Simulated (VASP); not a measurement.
# B3N2 (P6/mmm) in VASP: a series of runs

The runs below take B3N2 through relaxation of cell and atoms, with PBE.

All numbers are computed with VASP 6.6.1; they aren't measurements. Logs are shortened: lines on timing, memory, paths and dates and some standing lists are left out, and cuts for length are marked.

### 1 The cell of the first run

The structure is hexagonal, space group P6/mmm (No. 191). The conventional cell has a = 3.333 Å, b = 3.333 Å, c = 8.446 Å, α = 90.00°, β = 90.00°, γ = 120.00°. B (site symmetry mmm) has 4 B at 1.67 Å within 2.2 Å. Within 1.5 Å of N (site symmetry 6mm) lie 1 N at 1.10 Å.

The cell was built from a structure type or drawn by symmetry, and may not be a known phase.

### 2 Relaxation of cell and atoms, PBE

INCAR reads:

```
PREC     = Accurate       # precision mode
ENCUT    = 600            # plane-wave cutoff, eV
EDIFF    = 1E-7           # SCF threshold, eV
ISMEAR   = 0              # smearing method
SIGMA    = 0.1            # smearing width, eV
LREAL    = False          # projectors in reciprocal space
LASPH    = True           # aspherical terms in the spheres
NELM     = 80             # most SCF steps
ALGO     = Normal         # electronic algorithm
ISIF     = 3              # what is computed and relaxed
LWAVE    = False          # write WAVECAR
LCHARG   = False          # write CHGCAR
GGA      = PE             # functional
IBRION   = 2              # ionic algorithm
NSW      = 100            # ionic steps
EDIFFG   = -0.01          # ionic threshold
```

KPOINTS reads:

```
regular mesh
0
Gamma
  12 12 6
```

POSCAR reads:

```
B3N2
1.0
    3.3332242036      0.0000000000      0.0000000000
   -1.6666121018      2.8866568369      0.0000000000
    0.0000000000      0.0000000000      8.4460012247
B N
3 2
Direct
    0.5000000000      0.0000000000      0.0000000000
    0.0000000000      0.5000000000      0.0000000000
    0.5000000000      0.5000000000      0.0000000000
    0.0000000000      0.0000000000      0.4347696563
    0.0000000000      0.0000000000      0.5652303437
```

Potentials or basis: VASP PAW PBE potentials, release 64 (B, N).

Command:

```sh
$ cat potpaw_PBE.64/B/POTCAR potpaw_PBE.64/N/POTCAR > POTCAR
$ mpirun -np 1 vasp_std > vasp.out
```

OUTCAR:

```text
PREC = Accurate
   ENCUT = 600
   EDIFF = 1E-7
   ISMEAR = 0
   LREAL = False
   LASPH = True
   NELM = 80
   ISIF = 3
   GGA = PE
   IBRION = 2
   NSW = 100
   EDIFFG = -0.01

 ion  position               nearest neighbor table
   1  0.500  0.000  0.000-   2 1.67   3 1.67   3 1.67   2 1.67
   2  0.000  0.500  0.000-   3 1.67   3 1.67   1 1.67   1 1.67
   3  0.500  0.500  0.000-   2 1.67   2 1.67   1 1.67   1 1.67
   4  0.000  0.000  0.435-   5 1.10
   5  0.000  0.000  0.565-   4 1.10

  LATTYP: Found a hexagonal cell.
 ALAT       =     3.3332242036
 C/A-ratio  =     2.5338833240

  Lattice vectors:

 A1 = (   3.3332242036,   0.0000000000,   0.0000000000)
 A2 = (  -1.6666121018,   2.8866568369,   0.0000000000)
 A3 = (   0.0000000000,   0.0000000000,   8.4460012247)

Analysis of symmetry for initial positions (statically):
=====================================================================
 Subroutine PRICEL returns:
 Original cell was already a primitive cell.

 Routine SETGRP: Setting up the symmetry group for a
 hexagonal supercell.

 Subroutine GETGRP returns: Found 24 space group operations
 (whereof 24 operations were pure point group operations)
 out of a pool of 24 trial point group operations.

The static configuration has the point symmetry D_6h.

Analysis of symmetry for dynamics (positions and initial velocities):
=====================================================================
 Subroutine PRICEL returns:
 Original cell was already a primitive cell.

 Routine SETGRP: Setting up the symmetry group for a
 hexagonal supercell.

 Subroutine GETGRP returns: Found 24 space group operations
 (whereof 24 operations were pure point group operations)
 out of a pool of 24 trial point group operations.

The dynamic configuration has the point symmetry D_6h.

 Subroutine INISYM returns: Found 24 space group operations
 (whereof 24 operations are pure point group operations),
 and found     1 'primitive' translations

----------------------------------------------------------------------------------------

                                     Primitive cell

  volume of cell :      81.2664

  direct lattice vectors                    reciprocal lattice vectors
     3.333224204  0.000000000  0.000000000     0.300009822  0.173210751  0.000000000
    -1.666612102  2.886656837  0.000000000     0.000000000  0.346421503  0.000000000
     0.000000000  0.000000000  8.446001225     0.000000000  0.000000000  0.118399225

  length of vectors
     3.333224204  3.333224204  8.446001225     0.346421503  0.346421503  0.118399225

  position of ions in fractional coordinates (direct lattice)
     0.500000000  0.000000000  0.000000000
     0.000000000  0.500000000  0.000000000
     0.500000000  0.500000000  0.000000000
     0.000000000  0.000000000  0.434769656
     0.000000000  0.000000000  0.565230344

  ion indices of the primitive-cell ions
   primitive index   ion index
                 1           1
                 2           2
                 3           3
                 4           4
                 5           5

----------------------------------------------------------------------------------------

 KPOINTS: regular mesh

Automatic generation of k-mesh.
 Grid dimensions read from file:
 generate k-points for:   12   12    6

 Generating k-lattice:

  Cartesian coordinates                     Fractional coordinates (reciprocal lattice)
     0.025000818  0.014434229  0.000000000     0.083333333  0.000000000  0.000000000
     0.000000000  0.028868459  0.000000000     0.000000000  0.083333333  0.000000000
     0.000000000  0.000000000  0.019733204     0.000000000  0.000000000  0.166666667

  Length of vectors
     0.028868459  0.028868459  0.019733204

  Shift w.r.t. Gamma in fractional coordinates (k-lattice)
     0.000000000  0.000000000  0.000000000

 Subroutine IBZKPT returns following result:
 ===========================================

 Found     76 irreducible k-points:

 Following reciprocal coordinates:
            Coordinates               Weight
  0.000000  0.000000  0.000000      1.000000
  0.083333  0.000000  0.000000      6.000000
  0.166667  0.000000  0.000000      6.000000
  0.250000  0.000000  0.000000      6.000000
  0.333333 -0.000000  0.000000      6.000000
  0.416667  0.000000  0.000000      6.000000
[... 16 lines left out ...]
  0.250000  0.000000  0.166667     12.000000
  0.333333 -0.000000  0.166667     12.000000
 [... further k-points ...]
   k-points           NKPTS =     76   k-points in BZ     NKDIM =     76   number of bands    NBANDS=     13
   number of dos      NEDOS =    301   number of ions     NIONS =      5
   total plane-waves  NPLWV =  54880
   dimension x,y,z NGX =    28 NGY =   28 NGZ =   70
   dimension x,y,z NGXF=    56 NGYF=   56 NGZF=  140
   ions per type =               3   2
   NGX,Y,Z   is equivalent  to a cutoff of  13.97, 13.97, 13.78 a.u.
[... 21 lines left out ...]
   PSTRESS=    0.0 pullay stress
   NELECT =      19.0000    total number of electrons
   NUPDOWN=      -1.0000    fix difference up-down
   EMIN   =  10.00;   EMAX   =-10.00  energy-range for DOS
   EFERMI =   0.00;   METHOD = LEGACY
   ISMEAR =     0;   SIGMA  =   0.10  broadening in eV -4-tet -1-fermi 0-gaus
   EFERMI_NEDOS =   21; number of points for ismear=-14 and -15
   IALGO  =     38    algorithm
   IMIX   =      4    mixing-type and parameters
     AMIX     =   0.40;   BMIX     =  1.00
     AMIX_MAG =   1.60;   BMIX_MAG =  1.00
  volume/ion in A,a.u.               =      16.25       109.68
  Fermi-wavevector in a.u.,A,eV,Ry     =   1.008531  1.905847 13.838948  1.017134
  Thomas-Fermi vector in A             =   2.141403
   LORBIT       =      0    0 simple, 1 ext, 2 COOP (PROOUT), +10 PAW based schemes
   GGA     = PE    functional components
   LHFCALC =     F    Hartree Fock is set to
   AEXX    =    0.0000 exact exchange contribution
   IVDW    =     0    specifies the selected vdW correction
   LEPSILON=     F    determine dielectric tensor
   LRPA    =     F    only Hartree local field effects (RPA)
 conjugate gradient relaxation of ions
 non-spin polarized calculation
 Gauss-broadening in eV      SIGMA  =   0.10
  energy-cutoff  :      600.00
  volume of cell :       81.27
 maximum number of plane-waves:      2757
 NGX is ok and might be reduce to    28
   NGX = 13   NGY = 13   NGZ = 33

--------------------------------------- Ionic step        1  -------------------------------------------

 number of electron      18.9999998 magnetization

 Free energy of the ion-electron system (eV)
  ---------------------------------------------------
  ext. energy  EPLUGINS =         0.00000000
  ---------------------------------------------------
  free energy    TOTEN  =       -33.92911654 eV

  energy without entropy =      -33.91408733  energy(sigma->0) =      -33.92160193

------------------------ aborting loop because EDIFF is reached ----------------------------------------

  FORCE on cell =-STRESS in cart. coord.  units (eV):
  Direction    XX          YY          ZZ          XY          YZ          ZX
  --------------------------------------------------------------------------------------
  -------------------------------------------------------------------------------------
  Total        0.0121232      0.0121232      1.9212818      0.0000000     -0.0000000      0.0000000
  in kB        0.2390105      0.2390105     37.8783302      0.0000000     -0.0000000      0.0000000
  external PRESSURE =      12.7854504 kB  Pullay stress =       0.0000000 kB
[... 98 lines left out ...]
  FREE ENERGIE OF THE ION-ELECTRON SYSTEM (eV)
  ---------------------------------------------------
  free  energy   TOTEN  =       -33.9373003861 eV

  energy  without entropy=      -33.9222799468  energy(sigma->0) =      -33.92979017

[... ionic steps 4 to 22 ...]

--------------------------------------- Ionic step       23  -------------------------------------------

 number of electron      18.9999998 magnetization

------------------------ aborting loop because EDIFF is reached ----------------------------------------
[... 73 lines left out ...]
--------------------------------------- Ionic step       25  -------------------------------------------

 number of electron      18.9999998 magnetization

 Free energy of the ion-electron system (eV)
  ---------------------------------------------------
  ext. energy  EPLUGINS =         0.00000000
  ---------------------------------------------------
  free energy    TOTEN  =       -33.93845552 eV

  energy without entropy =      -33.92349588  energy(sigma->0) =      -33.93097570

 E-fermi :  -0.6295     XC(G=0):  -7.5107

 val. band max:       -0.6365721248   @ k =   0.3333   0.2500   0.1667
 cond. band min:      -0.6203646756   @ k =   0.3333   0.2500   0.3333
 fundamental gap:      0.0162074492
 Fermi energy:        -0.6294817203

 k-point     1 :       0.0000    0.0000    0.0000
  band No.  band energies     occupation
      1     -23.6837      2.00000
      2     -12.6472      2.00000
      3      -9.2472      2.00000
      4      -6.6810      2.00000
      5      -6.3552      2.00000
      6      -6.3552      2.00000
      7      -6.0047      2.00000
      8      -4.2328      2.00000
      9      -0.8351      1.99637
     10      -0.8351      1.99637
     11       3.3088      0.00000
     12       3.3088      0.00000
     13       5.4316      0.00000
[... 354 lines left out ...]
  band No.  band energies     occupation
      1     -23.5734      2.00000
      2     -11.3872      2.00000
      3      -8.9182      2.00000
      4      -8.1278      2.00000
      5      -7.3800      2.00000
      6      -6.5529      2.00000
      7      -5.4842      2.00000
      8      -3.5367      2.00000
      9      -2.5404      2.00000
     10      -1.1280      2.00000
     11       2.0131      0.00000
     12       3.0754      0.00000
     13       3.1646      0.00000

 [... further k-points ...]

------------------------ aborting loop because EDIFF is reached ----------------------------------------

  FORCE on cell =-STRESS in cart. coord.  units (eV):
  Direction    XX          YY          ZZ          XY          YZ          ZX
  --------------------------------------------------------------------------------------
  -------------------------------------------------------------------------------------
  Total       -0.0111060     -0.0111060      0.0377255      0.0000000      0.0000000      0.0000000
  in kB       -0.2174869     -0.2174869      0.7387723      0.0000000      0.0000000      0.0000000
  external PRESSURE =       0.1012662 kB  Pullay stress =       0.0000000 kB
[... 20 lines left out ...]
  FREE ENERGIE OF THE ION-ELECTRON SYSTEM (eV)
  ---------------------------------------------------
  free  energy   TOTEN  =       -33.9384555183 eV

  energy  without entropy=      -33.9234958811  energy(sigma->0) =      -33.93097570

 reached required accuracy - stopping structural energy minimisation
```

Wall time 13 min (1 thread of Intel Xeon Platinum 8488C (Sapphire Rapids), shared host); peak memory 0.27 GiB.

Results:

* Free energy: -33.9385 eV
* Relaxed volume: 16.36 Å³/atom
* Relaxed cell: a = 3.334 Å, b = 3.334 Å, c = 8.499 Å, α = 90.00°, β = 90.00°, γ = 120.00°
* Space group after relaxing (to 0.1 Å): P6/mmm (No. 191)
* Energy gained by relaxing: 1.9 meV/atom
* Ionic steps: 25
* Pressure after relaxing: 0.0 GPa
* Largest force after relaxing: 0.005 eV/Å
* Band gap on the k mesh: zero (an odd number of electrons rules out a gap without spin polarisation)

Forces on the atoms (eV/Å):
```
B    0.000  0.000  0.000
B    0.000  0.000  0.000
B    0.000  0.000  0.000
N    0.000  0.000  0.005
N    0.000  0.000 -0.005
```

The path:
```tsv
step	energy change (eV)	largest force (eV/Å)	pressure (GPa)	volume (Å³)
1	0.0000	1.6938	1.28	81.27
2	1.5040	13.6750	-11.28	82.79
3	-0.0082	0.5166	-0.32	81.36
4	-0.0090	0.1231	-0.03	81.34
5	-0.0091	0.0117	0.05	81.33
6	-0.0091	0.0110	0.07	81.33
7	-0.0091	0.0099	0.04	81.39
8	-0.0091	0.0013	-0.04	81.56
9	-0.0091	0.0340	-0.05	81.57
10	-0.0092	0.0954	-0.07	81.59
11	-0.0092	0.0941	-0.06	81.60
12	-0.0092	0.0911	-0.06	81.60
13	-0.0092	0.0846	-0.04	81.61
14	-0.0092	0.0716	-0.01	81.62
15	-0.0093	0.0452	0.06	81.65
16	-0.0093	0.0083	0.19	81.70
17	-0.0093	0.0234	0.11	81.67
18	-0.0093	0.0075	0.11	81.67
19	-0.0093	0.0396	0.13	81.69
20	-0.0093	0.0367	0.12	81.70
21	-0.0093	0.0276	0.10	81.72
22	-0.0093	0.0096	0.06	81.76
23	-0.0093	0.0269	-0.02	81.83
24	-0.0093	0.0150	0.01	81.81
25	-0.0093	0.0051	0.01	81.82
```

Final structure:
```xyz
5
Lattice="3.3341 0.0000 0.0000 -1.6671 2.8874 0.0000 0.0000 0.0000 8.4986" Properties=species:S:1:pos:R:3 pbc="T T T"
B     0.0000    2.8874    0.0000
B    -0.8335    1.4437    0.0000
B     0.8335    1.4437    0.0000
N     0.0000    0.0000    3.6929
N     0.0000    0.0000    4.8056
```

Caveat: the standard files for N, O and F lose accuracy on very short bonds; this functional lacks dispersion, which binds the layers, so the pressure and a relaxed spacing across them are unreliable.

### 3 Relaxation of cell and atoms, PBE

This run uses another cell than the first one, of 17.74 Å³/atom.

INCAR reads:

```
SYSTEM = B3N2
ALGO = Normal
EDIFF = 1E-6
EDIFFG = -0.01
ENCUT = 600
GGA = PE
IBRION = 2
ISIF = 3
ISMEAR = 0
LASPH = .TRUE.
LCHARG = .FALSE.
LREAL = .FALSE.
LWAVE = .FALSE.
NELM = 80
NSW = 100
PREC = Accurate
SIGMA = 0.1
```

KPOINTS reads:

```
k-points
0
G
  12 12 4
  0 0 0
```

POSCAR reads:

```
B3N2
1.0
    3.3361559065      0.0000000000      0.0000000000
   -1.6680779532      2.8891957660      0.0000000000
    0.0000000000      0.0000000000      9.2018840875
B N
3 2
Direct
    0.5000000000      0.0000000000      0.0000000000
    0.0000000000      0.5000000000      0.0000000000
    0.5000000000      0.5000000000      0.0000000000
    0.0000000000      0.0000000000      0.4401249300
    0.0000000000      0.0000000000      0.5598750700
```

Potentials or basis: VASP PAW PBE potentials, release 64 (B, N).

Command:

```sh
$ cat potpaw_PBE.64/B/POTCAR potpaw_PBE.64/N/POTCAR > POTCAR
$ mpirun -np 1 vasp_std > vasp.out
```

Run time: 15 min. Hardware: 1 thread of Intel Xeon Platinum 8488C (Sapphire Rapids), shared host; peak memory 0.27 GiB.

Results (log left out):

- Free energy: -33.9466 eV
- Relaxed volume: 17.15 Å³/atom
- Relaxed cell: a = 3.333 Å, b = 3.333 Å, c = 8.917 Å, α = 90.00°, β = 90.00°, γ = 120.00°
- Space group after relaxing (to 0.1 Å): P6/mmm (No. 191)
- Energy gained by relaxing: 2.1 meV/atom
- Ionic steps: 38
- Pressure after relaxing: 0.0 GPa
- Largest force after relaxing: 0.009 eV/Å
- Band gap on the k mesh: zero (an odd number of electrons rules out a gap without spin polarisation)

Forces in eV/Å, atoms in the order of the input:
```
B    0.000  0.000  0.000
B    0.000  0.000  0.000
B    0.000  0.000  0.000
N    0.000  0.000 -0.009
N    0.000  0.000  0.009
```

Stress tensor (GPa, compression positive):
```
 0.09  0.00  0.00
 0.00  0.09  0.00
 0.00  0.00 -0.06
```

Step by step:
```
step  energy change (eV)  largest force (eV/Å)  pressure (GPa)  volume (Å³)
   1              0.0000                1.6740            0.98        88.70
   2              1.4578               13.6011          -10.32        90.09
   3             -0.0080                0.4623           -0.42        88.78
   4             -0.0087                0.0945           -0.19        88.76
   5             -0.0087                0.0021           -0.12        88.76
   6             -0.0087                0.0246           -0.09        88.76
   7             -0.0088                0.0242           -0.04        88.64
   8             -0.0089                0.0232            0.04        88.45
   9             -0.0089                0.0737           -0.03        88.41
  10             -0.0089                0.0722           -0.03        88.41
  11             -0.0089                0.0710           -0.03        88.40
  12             -0.0089                0.0656           -0.03        88.38
  13             -0.0090                0.0550           -0.04        88.33
  14             -0.0091                0.0332           -0.05        88.24
  15             -0.0093                0.0126           -0.07        88.06
  16             -0.0096                0.1075           -0.11        87.69
  17             -0.0093                0.3159           -0.16        86.95
  18             -0.0096                0.1905           -0.12        87.42
  19             -0.0096                0.1746           -0.14        87.39
  20             -0.0097                0.1292           -0.19        87.31
  21             -0.0098                0.0424           -0.28        87.15
  22             -0.0097                0.1277           -0.47        86.81
  23             -0.0098                0.0157           -0.34        87.03
  24             -0.0098                0.0016           -0.32        87.06
  25             -0.0098                0.0051           -0.32        87.04
  26             -0.0099                0.0125           -0.31        86.98
  27             -0.0100                0.0280           -0.29        86.86
  28             -0.0103                0.0567           -0.24        86.62
  29             -0.0105                0.1110           -0.13        86.15
  30             -0.0103                0.2123            0.08        85.20
  31             -0.0106                0.1401           -0.06        85.85
  32             -0.0107                0.0088            0.05        85.74
  33             -0.0107                0.0177            0.08        85.72
  34             -0.0107                0.0096            0.08        85.72
  35             -0.0107                0.0001            0.08        85.73
  36             -0.0107                0.0033            0.07        85.73
  37             -0.0107                0.0031            0.07        85.74
  38             -0.0107                0.0090            0.04        85.77
```

Final structure:
```
B N
1.0
     3.33276    0.00000    0.00000
    -1.66638    2.88626    0.00000
     0.00000    0.00000    8.91656
B N
3 2
Cartesian
  1.6664 0.0000 0.0000
  -0.8332 1.4431 0.0000
  0.8332 1.4431 0.0000
  0.0000 0.0000 3.9021
  0.0000 0.0000 5.0145
```

Levels at points of the mesh, in eV from the Fermi level:
| k point | band 6 | band 7 | band 8 | band 9 | band 10 | band 11 | band 12 | band 13 |
| --- | --- | --- | --- | --- | --- | --- | --- | --- |
| (0.00, 0.00, 0.00) | -5.75 | -5.40 | -3.63 | -0.21 | -0.21 | 3.92 | 3.92 | 5.77 |
| (0.50, 0.00, 0.00) | -6.02 | -4.79 | -3.43 | -0.59 | -0.58 | 1.67 | 2.28 | 3.61 |
| (0.00, 0.00, 0.50) | -5.75 | -5.44 | -3.58 | -0.21 | -0.21 | 3.92 | 3.92 | 5.56 |
| (0.50, 0.00, 0.50) | -6.02 | -4.79 | -3.43 | -0.58 | -0.58 | 1.68 | 2.23 | 3.61 |

Caveat: the standard files for N, O and F lose accuracy on very short bonds; this functional lacks dispersion, which binds the layers, so the pressure and a relaxed spacing across them are unreliable.
